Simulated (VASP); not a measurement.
# As (R-3m) in VASP: notebook, part 2 of 2

VASP 6.6.1.

**4. Single point, PBE+D3(BJ)**

This run uses another cell than the first one, of 20.89 Å³/atom, 0.970 times its volume.

INCAR

```
ALGO = Normal
EDIFF = 1E-6
ENCUT = 520
GGA = PE
ISIF = 2
ISMEAR = -1
IVDW = 12
LASPH = T
LCHARG = T
LELF = T
LREAL = F
LVHAR = T
LWAVE = F
NBANDS = 12
NELM = 60
PREC = Accurate
SIGMA = 0.15
```

KPOINTS

```
k-points
0
Gamma
  15 15 15
```

POSCAR

```
As
1.0
    1.8900837833      1.0912403811      3.3763798235
   -1.8900837833      1.0912403811      3.3763798235
    0.0000000000     -2.1824807622      3.3763798235
As
2
Direct
    0.7696524162      0.7696524162      0.7696524162
    0.2303475838      0.2303475838      0.2303475838
```

Potentials or basis: VASP PAW PBE potentials, release 64 (As).

The run is started by

```
> cat potpaw_PBE.64/As/POTCAR > POTCAR
> mpirun -np 1 vasp_std > vasp.out
```

OUTCAR:

```text
EDIFF = 1E-6
   ENCUT = 520
   GGA = PE
   ISIF = 2
   ISMEAR = -1
   IVDW = 12
   LASPH = T
   LREAL = F
   NELM = 60
   PREC = Accurate
 IVDW          = 12

 ion  position               nearest neighbor table
   1  0.770  0.770  0.770-   2 2.54   2 2.54   2 2.54
   2  0.230  0.230  0.230-   1 2.54   1 2.54   1 2.54

  LATTYP: Found a trigonal (rhomboedric) cell.
 ALAT       =     4.0203436408
 COS(alpha) =     0.5579557404

  Lattice vectors:
[... 545 lines left out ...]

 [... further k-points ...]

------------------------ aborting loop because EDIFF is reached ----------------------------------------

 Edisp (eV)   -0.86622

 E8    (eV) :    -0.3670

  FORCE on cell =-STRESS in cart. coord.  units (eV):
  Direction    XX          YY          ZZ          XY          YZ          ZX
  --------------------------------------------------------------------------------------
  -------------------------------------------------------------------------------------
  Total       0.08502     0.08502     0.05878     0.00000     0.00000     0.00000
  in kB       3.26016     3.26016     2.25401     0.00000     0.00000     0.00000
  external pressure =        2.92 kB  Pullay stress =        0.00 kB

 VOLUME and BASIS-vectors are now :
 -----------------------------------------------------------------------------
  energy-cutoff  :      520.00
  volume of cell :       41.78
      direct lattice vectors                 reciprocal lattice vectors
     1.890083783  1.091240381  3.376379824     0.264538538  0.152731396  0.098725070
    -1.890083783  1.091240381  3.376379824    -0.264538538  0.152731396  0.098725070
     0.000000000 -2.182480762  3.376379824     0.000000000 -0.305462792  0.098725070

 POSITION                                       TOTAL-FORCE (eV/Angst)
 -----------------------------------------------------------------------------------
      0.00000      0.00000      7.79592         0.000000      0.000000     -0.047637
      0.00000      0.00000      2.33322         0.000000     -0.000000      0.047637
 -----------------------------------------------------------------------------------
    total drift:                                0.000000     -0.000000      0.000000

  FREE ENERGIE OF THE ION-ELECTRON SYSTEM (eV)
  ---------------------------------------------------
  free  energy   TOTEN  =       -10.1827086520 eV

  energy  without entropy=      -10.1595937525  energy(sigma->0) =      -10.17115120
```

Wall time 69 s (1 thread of Intel Xeon Platinum 8488C (Sapphire Rapids), shared host); peak memory 0.29 GiB.

What came out:

| Property | Result |
| --- | --- |
| Free energy | -10.1827 eV |
| Pressure | 0.3 GPa |
| Largest force | 0.048 eV/Å |
| Band gap on the k mesh | zero (band 5 reaches 5.80 eV, above the bottom of band 6 at 5.64 eV) |
| Dispersion energy per atom | -0.433 eV |

Forces in eV/Å, atoms in the order of the input:
```
As   0.000  0.000 -0.048
As   0.000  0.000  0.048
```

Caveat: pairwise dispersion overbinds metals, which lowers pressure and volume.

**5. Single point, PBE+D3(BJ) (volume scaled by 0.88, then relaxed in part)**

INCAR

```
SYSTEM = As
  ALGO = Normal
  EDIFF = 1E-6
  ENCUT = 520
  GGA = PE
  ISIF = 2
  ISMEAR = 0
  IVDW = 12
  LASPH = .True.
  LCHARG = .False.
  LREAL = .False.
  LWAVE = .False.
  NBANDS = 12
  NELM = 60
  PREC = Accurate
  SIGMA = 0.1
```

KPOINTS

```
k-points
0
Gamma
  15 15 15
  0 0 0
```

POSCAR

```
As
1.0
    1.8451064700      1.0652727171      3.1176920731
   -1.8451064700      1.0652727171      3.1176920731
    0.0000000000     -2.1305454342      3.1176920731
As
2
Direct
    0.7638383927      0.7638383927      0.7638383927
    0.2361616073      0.2361616073      0.2361616073
```

The run is started by

```
> cat potpaw_PBE.64/As/POTCAR > POTCAR
> mpirun -np 1 vasp_std > vasp.out
```

Run time: 53 s. Hardware: 1 thread of Intel Xeon 6975P-C (Granite Rapids), shared host; peak memory 0.26 GiB.

The run converged. Its results:

```yaml
Free_energy: -10.0433 eV
Pressure: 9.9 GPa
Largest_force: 0.059 eV/Å
Band_gap_on_the_k_mesh: zero (band 5 reaches 7.53 eV, above the bottom of band 6 at 6.95 eV)
Dispersion_energy_per_atom: -0.493 eV
```

Forces in eV/Å, atoms in the order of the input:
```
As   0.000  0.000 -0.059
As   0.000  0.000  0.059
```

Levels at points of the mesh, in eV from the Fermi level:
```csv
k point,band 2,band 3,band 4,band 5,band 6,band 7,band 8,band 9
"(0.00, 0.00, 0.00)",-4.63,-2.41,-2.31,-2.31,2.99,3.74,3.74,5.99
```

Caveat: the cell differs from its parent crystal (volume scaled by 0.88, then relaxed in part); pairwise dispersion overbinds metals, which lowers pressure and volume.

**6. Summary**

```csv
cell,k mesh,smearing,gap on the mesh (eV),pressure (GPa),largest force (eV/Å)
"a = 4.131 Å, angles 54.2°, 2 atoms",6 × 6 × 6,gaussian 0.1 eV,none,0.7,0.38
"a = 4.017 Å, angles 56.2°, 2 atoms",15 × 15 × 15,gaussian 0.1 eV,none,0.3,0.05
"a = 4.020 Å, angles 56.1°, 2 atoms",15 × 15 × 15,fermi-dirac 0.15 eV,none,0.3,0.05
"a = 3.776 Å, angles 58.5°, 2 atoms",15 × 15 × 15,gaussian 0.1 eV,none,9.9,0.06
```

Alike in all rows: task single point; level PBE+D3(BJ); potentials or basis VASP PAW PBE potentials, release 64 (As); no spin polarisation; cutoff (eV) 520.

Caveats: pairwise dispersion overbinds metals, which lowers pressure and volume.

Absolute energies hang on the potentials; compare differences alone.
